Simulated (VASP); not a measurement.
# Si3C2 (Pmm2) in VASP: a series of runs, part 2 of 2

VASP 6.6.1. Earlier steps stand in the parts before.

## Step 4: Single point, PBE, collinear spin

This run uses another cell than the first one, of 15.45 Å³/atom.

INCAR

```
SYSTEM = Si3C2
PREC = Accurate
ENCUT = 520
EDIFF = 1E-7
ISMEAR = 0
SIGMA = 0.1
LREAL = .FALSE.
LASPH = .TRUE.
NELM = 150
ALGO = Normal
ISIF = 2
LWAVE = .FALSE.
LCHARG = .TRUE.
ISPIN = 2
MAGMOM = 0 0 0 1 1
LORBIT = 11
GGA = PE
LELF = .TRUE.
LVHAR = .TRUE.
NBANDS = 22
```

KPOINTS

```
regular mesh
0
G
  6 6 4
  0 0 0
```

POSCAR

```
Si3C2
1.0
    3.5178069800      0.0000000000      0.0000000000
    0.0000000000      3.5687469000      0.0000000000
    0.0000000000      0.0000000000      6.1523580900
Si C
3 2
Direct
    0.5000000000      0.0000000000      0.8141968300
    0.5000000000      0.0000000000      0.1564339700
    0.0000000000      0.0000000000      0.3588921400
    0.0000000000      0.5000000000      0.0034513000
    0.5000000000      0.5000000000      0.4950257500
```

Potentials or basis: VASP PAW PBE potentials, release 64 (Si, C).

On the command line:

```bash
$ cat potpaw_PBE.64/Si/POTCAR potpaw_PBE.64/C/POTCAR > POTCAR
$ mpirun -np 1 vasp_std > vasp.out
```

OUTCAR:

```text
SYSTEM = Si3C2
   PREC = Accurate
   ENCUT = 520
   EDIFF = 1E-7
   ISMEAR = 0
   LREAL = .FALSE.
   LASPH = .TRUE.
   NELM = 150
   ISIF = 2
   ISPIN = 2
   LORBIT = 11
   GGA = PE

 ion  position               nearest neighbor table
   1  0.500  0.000  0.814-   2 2.11
   2  0.500  0.000  0.156-   1 2.11   3 2.16   3 2.16
   3  0.000  0.000  0.359-   2 2.16   2 2.16
   4  0.000  0.500  0.003-
   5  0.500  0.500  0.495-

[... 1435 lines left out ...]
      direct lattice vectors                 reciprocal lattice vectors
     3.517806980  0.000000000  0.000000000     0.284268013  0.000000000  0.000000000
     0.000000000  3.568746900  0.000000000     0.000000000  0.280210401  0.000000000
     0.000000000  0.000000000  6.152358090     0.000000000  0.000000000  0.162539304

 POSITION                                       TOTAL-FORCE (eV/Angst)
 -----------------------------------------------------------------------------------
      1.75890      0.00000      5.00923         0.000000      0.000000     -4.256788
      1.75890      0.00000      0.96244         0.000000      0.000000      0.103065
      0.00000      0.00000      2.20803         0.000000      0.000000      3.560216
      0.00000      1.78437      0.02123         0.000000      0.000000      0.098865
      1.75890      1.78437      3.04558         0.000000      0.000000      0.494642
 -----------------------------------------------------------------------------------
    total drift:                               -0.000000      0.000000     -0.000019

  FREE ENERGIE OF THE ION-ELECTRON SYSTEM (eV)
  ---------------------------------------------------
  free  energy   TOTEN  =       -22.8588054545 eV

  energy  without entropy=      -22.8444153759  energy(sigma->0) =      -22.85161042

 total charge

# of ion       s       p       d       tot
------------------------------------------
    1        0.857   0.651   0.000   1.508
    2        0.815   0.887   0.000   1.702
    3        0.822   0.773   0.000   1.595
    4        0.998   1.050   0.000   2.048
    5        0.997   1.047   0.000   2.044
--------------------------------------------------
tot          4.489   4.408   0.000   8.896

 magnetization (x)

# of ion       s       p       d       tot
------------------------------------------
    1        0.000  -0.000   0.000  -0.000
    2        0.000  -0.000   0.000  -0.000
    3       -0.000  -0.000   0.000  -0.000
    4        0.000   0.000   0.000   0.000
    5       -0.000   0.000   0.000   0.000
--------------------------------------------------
tot          0.000   0.000   0.000   0.000
```

OSZICAR:

```text
N       E                     dE             d eps       ncg     rms          rms(c)
DAV:   1     0.378884639031E+02    0.37888E+02   -0.81525E+03  4224   0.777E+02
DAV:   2    -0.200551271695E+02   -0.57944E+02   -0.54945E+02  5454   0.130E+02
DAV:   3    -0.232285694331E+02   -0.31734E+01   -0.30972E+01  5388   0.255E+01
DAV:   4    -0.232648904945E+02   -0.36321E-01   -0.36292E-01  5000   0.330E+00
DAV:   5    -0.232653549723E+02   -0.46448E-03   -0.46445E-03  5638   0.364E-01    0.677E+00
DAV:   6    -0.228594682376E+02    0.40589E+00   -0.20534E+00  5084   0.499E+00    0.397E+00
DAV:   7    -0.228522816330E+02    0.71866E-02   -0.55911E-01  5184   0.289E+00    0.212E+00
DAV:   8    -0.228690008969E+02   -0.16719E-01   -0.30704E-01  5786   0.194E+00    0.101E+00
DAV:   9    -0.228572111130E+02    0.11790E-01   -0.10972E-01  5660   0.122E+00    0.408E-01
DAV:  10    -0.228583951795E+02   -0.11841E-02   -0.12450E-02  4980   0.496E-01    0.167E-01
DAV:  11    -0.228586246344E+02   -0.22945E-03   -0.11396E-03  5266   0.148E-01    0.102E-01
DAV:  12    -0.228587439196E+02   -0.11929E-03   -0.31239E-04  5314   0.759E-02    0.469E-02
DAV:  13    -0.228587922500E+02   -0.48330E-04   -0.11822E-04  5720   0.412E-02    0.194E-02
DAV:  14    -0.228588015183E+02   -0.92683E-05   -0.22310E-05  5268   0.203E-02    0.906E-03
DAV:  15    -0.228588045998E+02   -0.30815E-05   -0.84910E-06  5532   0.115E-02    0.416E-03
DAV:  16    -0.228588051983E+02   -0.59852E-06   -0.15221E-06  5462   0.511E-03    0.246E-03
DAV:  17    -0.228588054027E+02   -0.20438E-06   -0.59800E-07  4838   0.300E-03    0.119E-03
DAV:  18    -0.228588054545E+02   -0.51819E-07   -0.39409E-07  3556   0.236E-03
   1 F= -.22858805E+02 E0= -.22851610E+02  d E =-.143901E-01  mag=     0.0001
```

stdout:

```text
POSCAR found type information on POSCAR SiC
 POSCAR found :  2 types and       5 ions
 scaLAPACK will be used
 LDA part: xc-table for (Slater+PW92), standard interpolation
 POSCAR, INCAR and KPOINTS ok, starting setup
 FFT: planning ... GRIDC
 FFT: planning ... GRID_SOFT
 FFT: planning ... GRID
 WAVECAR not read
 entering main loop
```

Wall time 3.6 min (1 thread of Intel Xeon 8259CL, shared host); peak memory 0.28 GiB.

Results:

```
Free energy                                           : -22.8588 eV
Pressure                                              : -7.8 GPa
Largest force                                         : 4.257 eV/Å
Band gap on the k mesh                                : zero (filled and empty bands overlap)
Net moment                                            : 0.00 μB per cell
Valence electrons inside the program's atomic spheres : Si 1.51, 1.70, 1.59; C 2.05, 2.04
```

Forces on the atoms (eV/Å):
```
Si   0.000  0.000 -4.257
Si   0.000  0.000  0.103
Si   0.000  0.000  3.560
C    0.000  0.000  0.099
C    0.000  0.000  0.495
```

Levels at points of the mesh, in eV from the Fermi level:
Spin up:
```tsv
k point	band 7	band 8	band 9	band 10	band 11	band 12	band 13	band 14
(0.00, 0.00, 0.00)	-2.81	-0.68	-0.44	-0.32	0.95	1.44	1.94	2.49
(0.50, 0.00, 0.00)	-1.04	-0.96	-0.58	-0.35	1.07	1.76	2.15	2.43
(0.00, 0.50, 0.00)	-1.48	-0.30	0.50	0.65	0.70	1.12	2.00	2.46
(0.50, 0.50, 0.00)	-3.78	-3.40	-3.29	-2.29	-1.38	-0.93	3.13	4.58
(0.00, 0.00, 0.50)	-2.52	-1.45	-1.31	-1.08	0.83	1.21	2.12	3.89
(0.50, 0.00, 0.50)	-2.50	-1.08	-0.76	-0.54	0.75	1.24	2.25	2.83
(0.00, 0.50, 0.50)	-1.83	-1.79	-1.41	-0.08	0.35	0.81	2.35	2.35
(0.50, 0.50, 0.50)	-4.16	-3.79	-1.20	-0.49	-0.02	0.26	0.96	1.88
```
Spin down:
| k point | band 8 | band 9 | band 10 | band 11 | band 12 | band 13 |
| --- | --- | --- | --- | --- | --- | --- |
| (0.00, 0.00, 0.00) | -0.68 | -0.44 | -0.32 | 0.95 | 1.44 | 1.94 |
| (0.50, 0.00, 0.00) | -0.96 | -0.58 | -0.35 | 1.07 | 1.76 | 2.15 |
| (0.00, 0.50, 0.00) | -0.30 | 0.50 | 0.65 | 0.70 | 1.12 | 2.00 |
| (0.50, 0.50, 0.00) | -3.40 | -3.29 | -2.29 | -1.38 | -0.93 | 3.13 |
| (0.00, 0.00, 0.50) | -1.45 | -1.31 | -1.08 | 0.84 | 1.21 | 2.12 |
| (0.50, 0.00, 0.50) | -1.08 | -0.76 | -0.54 | 0.75 | 1.24 | 2.25 |
| (0.00, 0.50, 0.50) | -1.79 | -1.41 | -0.07 | 0.35 | 0.81 | 2.35 |
| (0.50, 0.50, 0.50) | -3.79 | -1.20 | -0.49 | -0.02 | 0.26 | 0.96 |

Caveat: the cell stands under tension; forces of over 1 eV/Å act on the atoms, so gaps and moduli don't describe the material at rest.

## Step 5: Summary

```tsv
task	spin	cell	cutoff (eV)	gap on the mesh (eV)	pressure (GPa)	moment (μB)	largest force (eV/Å)
single point	collinear	a = 2.735, b = 2.808, c = 6.887 Å, 5 atoms, atomic positions A	520	none	0.0	0.00	0.01
relaxation of cell and atoms	off	relaxed from a = 3.518, b = 3.569, c = 6.152 Å, 5 atoms, atomic positions B	600	none	0.1	-	0.03
single point	collinear	a = 3.518, b = 3.569, c = 6.152 Å, 5 atoms, atomic positions B	520	none	-7.8	0.00	4.26
```

Alike in all rows: level PBE; potentials or basis VASP PAW PBE potentials, release 64 (Si, C); k mesh 6 × 6 × 4; smearing gaussian 0.1 eV.

Caveats: some runs use coarse meshes; the volume moved by over 15 % at a fixed basis, so the end points are rough (at least some runs); the cell stands under tension (at least some runs); forces of over 1 eV/Å act on the atoms, so gaps and moduli don't describe the material at rest (at least some runs).

Absolute energies hang on the potentials; compare differences alone.
